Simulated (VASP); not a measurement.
# CdHg2Te3 (C2) in VASP: single point with PBE

Aim: the single point of CdHg2Te3 with PBE.

Program: VASP 6.6.1. These are calculated values, not measurements. Logs are shortened: lines on timing, memory, paths and dates and some standing lists are left out, and cuts for length are marked.

## 1. The cell of the first run

It takes space group C2 (No. 5, monoclinic). The conventional cell has a = 7.911 Å, b = 4.913 Å, c = 10.533 Å, α = 90.00°, β = 94.53°, γ = 90.00°. Cd (site symmetry 2) has 4 Te at 2.85 to 2.96 Å within 3.8 Å. Hg (site symmetry 1) has 6 Te at 2.72 to 3.79 Å within 3.8 Å. Within 3.8 Å of Te (site symmetry 1) lie 3 Hg at 2.72 to 3.79 Å and 2 Cd at 2.85 to 2.96 Å. Within 3.6 Å of Te (site symmetry 2) lie 4 Hg at 2.72 to 3.43 Å.

## 2. Single point, PBE

File INCAR:

```
SYSTEM = CdHg2Te3
  PREC = Accurate
  ENCUT = 520
  EDIFF = 1E-7
  ISMEAR = 0
  SIGMA = 0.02
  LREAL = .FALSE.
  LASPH = .TRUE.
  NELM = 60
  ALGO = Normal
  ISIF = 2
  LWAVE = .FALSE.
  LCHARG = .FALSE.
  GGA = PE
  NBANDS = 36
```

File KPOINTS:

```
regular mesh
0
G
  8 8 4
  0 0 0
```

File POSCAR:

```
CdHg2Te3
1.0
    3.9556660058     -2.4563738431      0.0013677047
    3.9556660058      2.4563738431      0.0013677047
   -0.8354257182      0.0000000000     10.5001963771
Cd Hg Te
1 2 3
Direct
    0.3799432261      0.6200567739      0.5000000000
    0.6877575328      0.0014715053      0.8328234277
    0.9985284947      0.3122424672      0.1671765723
    0.4866747739      0.0346760580      0.3424027739
    0.4817720304      0.5182279696      0.0000000000
    0.9653239420      0.5133252261      0.6575972261
```

Potentials or basis: VASP PAW PBE potentials, release 64 (Cd, Hg, Te).

The run is started by

```sh
cat potpaw_PBE.64/Cd/POTCAR potpaw_PBE.64/Hg/POTCAR potpaw_PBE.64/Te/POTCAR > POTCAR
mpirun -np 1 vasp_std > vasp.out
```

OUTCAR:

```text
SYSTEM = CdHg2Te3
   PREC = Accurate
   ENCUT = 520
   EDIFF = 1E-7
   ISMEAR = 0
   LREAL = .FALSE.
   LASPH = .TRUE.
   NELM = 60
   ISIF = 2
   GGA = PE

 ion  position               nearest neighbor table
   1  0.380  0.620  0.500-   4 2.85   6 2.85   6 2.96   4 2.96
   2  0.688  0.001  0.833-   6 2.72   5 2.72   5 3.43   6 3.61   5 3.76
   3  0.999  0.312  0.167-   4 2.72   5 2.72   5 3.43   4 3.61   5 3.76
   4  0.487  0.035  0.342-   3 2.72   1 2.85   1 2.96   3 3.61
   5  0.482  0.518  0.000-   3 2.72   2 2.72   3 3.43   2 3.43   3 3.76   2 3.76
   6  0.965  0.513  0.658-   2 2.72   1 2.85   1 2.96   2 3.61

  LATTYP: Found a base centered monoclinic cell.
 ALAT       =     7.9113324845
 B/A-ratio  =     0.6209760108
 C/A-ratio  =     1.3314291114
 COS(beta)  =    -0.0789675551

  Lattice vectors:

 A1 = (   3.9556660058,  -2.4563738431,   0.0013677047)
 A2 = (   3.9556660058,   2.4563738431,   0.0013677047)
 A3 = (  -0.8354257182,   0.0000000000,  10.5001963771)

Analysis of symmetry for initial positions (statically):
=====================================================================
 Subroutine PRICEL returns:
 Original cell was already a primitive cell.

 Routine SETGRP: Setting up the symmetry group for a
 base centered monoclinic supercell.

 Subroutine GETGRP returns: Found  2 space group operations
 (whereof  2 operations were pure point group operations)
 out of a pool of  4 trial point group operations.

The static configuration has the point symmetry C_2 .

Analysis of symmetry for dynamics (positions and initial velocities):
=====================================================================
 Subroutine PRICEL returns:
 Original cell was already a primitive cell.

 Routine SETGRP: Setting up the symmetry group for a
 base centered monoclinic supercell.

 Subroutine GETGRP returns: Found  2 space group operations
 (whereof  2 operations were pure point group operations)
 out of a pool of  4 trial point group operations.

The dynamic configuration has the point symmetry C_2 .

 Subroutine INISYM returns: Found  2 space group operations
 (whereof  2 operations are pure point group operations),
 and found     1 'primitive' translations

----------------------------------------------------------------------------------------

                                     Primitive cell

  volume of cell :     204.0579

  direct lattice vectors                    reciprocal lattice vectors
     3.955666006 -2.456373843  0.001367705     0.126397488 -0.203552078  0.010056546
     3.955666006  2.456373843  0.001367705     0.126397488  0.203552078  0.010056546
    -0.835425718  0.000000000 10.500196377    -0.000032928  0.000000000  0.095233694

  length of vectors
     4.656293362  4.656293362 10.533378380     0.239814319  0.239814319  0.095233700

  position of ions in fractional coordinates (direct lattice)
     0.379943226  0.620056774  0.500000000
     0.687757533  0.001471505  0.832823428
     0.998528495  0.312242467  0.167176572
     0.486674774  0.034676058  0.342402774
     0.481772030  0.518227970  0.000000000
     0.965323942  0.513325226  0.657597226

  ion indices of the primitive-cell ions
   primitive index   ion index
                 1           1
                 2           2
                 3           3
                 4           4
                 5           5
                 6           6

----------------------------------------------------------------------------------------

 KPOINTS: regular mesh

Automatic generation of k-mesh.
 Grid dimensions read from file:
 generate k-points for:    8    8    4

 Generating k-lattice:

  Cartesian coordinates                     Fractional coordinates (reciprocal lattice)
     0.015799686 -0.025444010  0.001257068     0.125000000  0.000000000 -0.000000000
     0.015799686  0.025444010  0.001257068     0.000000000  0.125000000 -0.000000000
    -0.000008232  0.000000000  0.023808424     0.000000000  0.000000000  0.250000000

  Length of vectors
     0.029976790  0.029976790  0.023808425

  Shift w.r.t. Gamma in fractional coordinates (k-lattice)
     0.000000000  0.000000000  0.000000000

 Subroutine IBZKPT returns following result:
 ===========================================

 Found     78 irreducible k-points:

 Following reciprocal coordinates:
            Coordinates               Weight
  0.000000  0.000000  0.000000      1.000000
  0.125000  0.000000  0.000000      4.000000
  0.250000  0.000000  0.000000      4.000000
  0.375000  0.000000  0.000000      4.000000
  0.500000  0.000000  0.000000      2.000000
  0.125000  0.125000  0.000000      2.000000
[... 16 lines left out ...]
  0.125000  0.000000  0.250000      4.000000
  0.250000  0.000000  0.250000      4.000000
 [... further k-points ...]
   k-points           NKPTS =     78   k-points in BZ     NKDIM =     78   number of bands    NBANDS=     36
   number of dos      NEDOS =    301   number of ions     NIONS =      6
   total plane-waves  NPLWV = 103680
   dimension x,y,z NGX =    36 NGY =   36 NGZ =   80
   dimension x,y,z NGXF=    72 NGYF=   72 NGZF=  160
   ions per type =               1   2   3
   NGX,Y,Z   is equivalent  to a cutoff of  12.85, 12.85, 12.63 a.u.
   NGXF,Y,Z  is equivalent  to a cutoff of  25.71, 25.71, 25.25 a.u.
 SYSTEM =  CdHg2Te3
   PREC   = accura    normal or accurate (medium, high low for compatibility)
   ISTART =      0    job   : 0-new  1-cont  2-samecut
   ICHARG =      2    charge: 1-file 2-atom 10-const
   ISPIN  =      1    spin polarized calculation?
   LNONCOLLINEAR =      F non collinear calculations
   LSORBIT =      F    spin-orbit coupling
   LASPH  =      T    aspherical Exc in radial PAW
   ENCUT  =  520.0 eV  38.22 Ry    6.18 a.u.   8.66  8.66 19.59*2*pi/ulx,y,z
   NELM   =     60;   NELMIN=  2; NELMDL= -5     # of ELM steps
   EDIFF  = 0.1E-06   stopping-criterion for ELM
   LREAL  =      F    real-space projection
   EDIFFG = 0.1E-05   stopping-criterion for IOM
   NSW    =      0    number of steps for IOM
   IBRION =     -1    ionic relax: 0-MD 1-quasi-New 2-CG
   NFREE  =      0    steps in history (QN), initial steepest desc. (CG)
   ISIF   =      2    stress and relaxation
   ISYM   =      2    0-nonsym 1-usesym 2-fastsym
   POTIM  = 0.5000    time-step for ionic-motion
   TEBEG  =    0.0;   TEEND  =   0.0 temperature during run
   PSTRESS=    0.0 pullay stress
   NELECT =      54.0000    total number of electrons
   NUPDOWN=      -1.0000    fix difference up-down
   EMIN   =  10.00;   EMAX   =-10.00  energy-range for DOS
   EFERMI =   0.00;   METHOD = LEGACY
   ISMEAR =     0;   SIGMA  =   0.02  broadening in eV -4-tet -1-fermi 0-gaus
   EFERMI_NEDOS =   21; number of points for ismear=-14 and -15
   IALGO  =     38    algorithm
   IMIX   =      4    mixing-type and parameters
     AMIX     =   0.40;   BMIX     =  1.00
     AMIX_MAG =   1.60;   BMIX_MAG =  1.00
  volume/ion in A,a.u.               =      34.01       229.51
  Fermi-wavevector in a.u.,A,eV,Ry     =   1.051046  1.986188 15.030316  1.104697
  Thomas-Fermi vector in A             =   2.186073
   LORBIT       =      0    0 simple, 1 ext, 2 COOP (PROOUT), +10 PAW based schemes
   GGA     = PE    functional components
   LHFCALC =     F    Hartree Fock is set to
   AEXX    =    0.0000 exact exchange contribution
   IVDW    =     0    specifies the selected vdW correction
   LEPSILON=     F    determine dielectric tensor
   LRPA    =     F    only Hartree local field effects (RPA)
 non-spin polarized calculation
 Gauss-broadening in eV      SIGMA  =   0.02
  energy-cutoff  :      520.00
  volume of cell :      204.06
 maximum number of plane-waves:      5531
   NGX = 17   NGY = 17   NGZ = 39

 number of electron      54.0000002 magnetization

 Free energy of the ion-electron system (eV)
  ---------------------------------------------------
  ext. energy  EPLUGINS =         0.00000000
  ---------------------------------------------------
  free energy    TOTEN  =       -11.67313556 eV

  energy without entropy =      -11.67313556  energy(sigma->0) =      -11.67313556

 E-fermi :   2.7989     XC(G=0):  -8.8493

 val. band max:        2.6954025661   @ k =  -0.0000  -0.0000   0.5000
 cond. band min:       3.4538886949   @ k =   0.0000   0.0000   0.0000
 fundamental gap:      0.7584861288
 Fermi energy:         2.7989143914

 k-point     1 :       0.0000    0.0000    0.0000
  band No.  band energies     occupation
      1      -8.8048      2.00000
      2      -8.0602      2.00000
      3      -8.0412      2.00000
      4      -5.6367      2.00000
      5      -5.4897      2.00000
      6      -5.4884      2.00000
[... 28 lines left out ...]
     35       7.4298      0.00000
     36       8.1890      0.00000

 k-point     2 :       0.1250    0.0000    0.0000
  band No.  band energies     occupation
      1      -8.7434      2.00000
      2      -8.0636      2.00000
      3      -8.0115      2.00000
      4      -5.6286      2.00000
      5      -5.4958      2.00000
      6      -5.4830      2.00000
[... 28 lines left out ...]
     35       7.6864      0.00000
     36       8.3013      0.00000

 k-point     3 :       0.2500    0.0000    0.0000
  band No.  band energies     occupation
      1      -8.5812      2.00000
      2      -8.0453      2.00000
      3      -7.9741      2.00000
      4      -5.6089      2.00000
      5      -5.5002      2.00000
      6      -5.4682      2.00000
[... 28 lines left out ...]
     35       7.8455      0.00000
     36       8.2836      0.00000
[... 742 lines left out ...]
 k-point    23 :       0.1250    0.0000    0.2500
  band No.  band energies     occupation
      1      -8.6868      2.00000
      2      -8.3131      2.00000
      3      -7.8052      2.00000
      4      -5.6334      2.00000
      5      -5.4956      2.00000
      6      -5.4852      2.00000
[... 28 lines left out ...]
     35       7.6327      0.00000
     36       7.8457      0.00000

 k-point    24 :       0.2500    0.0000    0.2500
  band No.  band energies     occupation
      1      -8.5309      2.00000
      2      -8.2334      2.00000
      3      -7.8307      2.00000
      4      -5.6133      2.00000
      5      -5.5017      2.00000
      6      -5.4685      2.00000
[... 28 lines left out ...]
     35       7.8429      0.00000
     36       8.2823      0.00000

 [... further k-points ...]
[... 5 lines left out ...]
  --------------------------------------------------------------------------------------
  -------------------------------------------------------------------------------------
  Total        0.0960645      0.1685649      0.1672884      0.0000000      0.0000000      0.0559583
  in kB        0.7542581      1.3235013      1.3134788      0.0000000      0.0000000      0.4393609
  external PRESSURE =       1.1304127 kB  Pullay stress =       0.0000000 kB

 VOLUME and BASIS-vectors are now :
 -----------------------------------------------------------------------------
  energy-cutoff  :      520.00
  volume of cell :      204.06
      direct lattice vectors                 reciprocal lattice vectors
     3.955666006 -2.456373843  0.001367705     0.126397488 -0.203552078  0.010056546
     3.955666006  2.456373843  0.001367705     0.126397488  0.203552078  0.010056546
    -0.835425718  0.000000000 10.500196377    -0.000032928  0.000000000  0.095233694

 POSITION                                       TOTAL-FORCE (eV/Angst)
 -----------------------------------------------------------------------------------
      3.53795      0.58981      5.25147         0.000000     -0.004380      0.000000
      2.03060     -1.68578      8.74575        -0.009574      0.002704      0.003248
      5.04531     -1.68578      1.75718         0.009574      0.002704     -0.003248
      1.77624     -1.11028      3.59601         0.010771     -0.021047      0.007813
      3.95567      0.08955      0.00137        -0.000000      0.041066      0.000000
      5.29967     -1.11028      6.90692        -0.010771     -0.021047     -0.007813
 -----------------------------------------------------------------------------------
    total drift:                                0.000000      0.000320     -0.000000

  FREE ENERGIE OF THE ION-ELECTRON SYSTEM (eV)
  ---------------------------------------------------
  free  energy   TOTEN  =       -11.6731355589 eV

  energy  without entropy=      -11.6731355589  energy(sigma->0) =      -11.67313556
```

It took 9.9 min on 1 thread of AMD EPYC 7R13 (Zen 3), shared host; peak memory 0.65 GiB.

What came out:

- Free energy: -11.6731 eV
- Pressure: 0.1 GPa
- Largest force: 0.041 eV/Å
- Band gap on the k mesh: 0.76 eV (least direct gap 0.83 eV)

Forces on the atoms (eV/Å):
```
Cd   0.000 -0.004  0.000
Hg  -0.010  0.003  0.003
Hg   0.010  0.003 -0.003
Te   0.011 -0.021  0.008
Te   0.000  0.041  0.000
Te  -0.011 -0.021 -0.008
```

Caveat: spin-orbit coupling is left out, which moves the levels of the heavy elements. A k mesh can miss the band edges.
